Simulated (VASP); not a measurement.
BaTiO3: single point with BLYP

The system is BaTiO3.

```
Ba Ti O
1.0
     3.97221    0.00004    0.00013
     0.00004    4.10335   -0.00002
     0.00025   -0.00004    8.69173
Ba Ti O
2 2 6
Direct
  0.50001 0.49177 0.26427
  0.50006 0.50823 0.76425
  0.00004 0.97896 0.02126
  0.00017 0.02105 0.52122
  0.49999 0.01964 0.99048
  0.49986 0.98037 0.49047
  0.00001 0.52654 0.99483
  0.99990 0.47346 0.49483
  0.99997 0.99833 0.22921
  0.99999 0.00165 0.72918
```

| Quantity | Value |
| --- | --- |
| Program | VASP 6.6.1 |
| Task | single point |
| Functional | BLYP |
| Potentials or basis | VASP PAW PBE potentials, release 64 (Ba_sv, Ti_sv, O) |
| Cutoff | 520 eV |
| k mesh | 7 × 7 × 4 |
| Occupations | fermi-dirac, width 0.05 eV |
| Spin | no spin polarisation |
| Dipole correction | no |
| Further INCAR settings | ALGO = Normal; EDIFF = 1e-06; NBANDS = 51 |

```yaml
Pressure: 1.6 GPa
Largest_force: 0.185 eV/Å
Band_gap_on_the_k_mesh: 2.45 eV
```

Forces on the atoms (eV/Å):
```
Ba   0.000  0.005 -0.057
Ba   0.000 -0.005 -0.057
Ti   0.000  0.099 -0.156
Ti  -0.001 -0.100 -0.149
O    0.000 -0.008  0.028
O    0.001  0.008  0.026
O    0.000 -0.104  0.024
O    0.000  0.104  0.022
O    0.000 -0.001  0.161
O    0.000  0.001  0.159
```

Stress tensor (GPa, compression positive):
```
1.41 0.00 0.00
0.00 1.54 0.00
0.00 0.00 1.74
```

Levels at points of the mesh, in eV from the valence-band top:
```tsv
k point	band 38	band 39	band 40	band 41	band 42	band 43
(0.00, 0.00, 0.00)	-0.84	-0.65	-0.57	2.45	2.46	2.83
(0.00, 0.00, 0.50)	-0.89	-0.62	-0.62	2.47	2.47	3.21
```

Run time: 20 min on 1 thread of Intel Xeon 6975P-C (shared host), peak memory 0.66 GiB.

Caveat: the PAW data sets were made with another functional, which shifts forces and pressure a little; spin-orbit coupling is left out, which moves the levels of the heavy elements. A k mesh can miss the band edges.
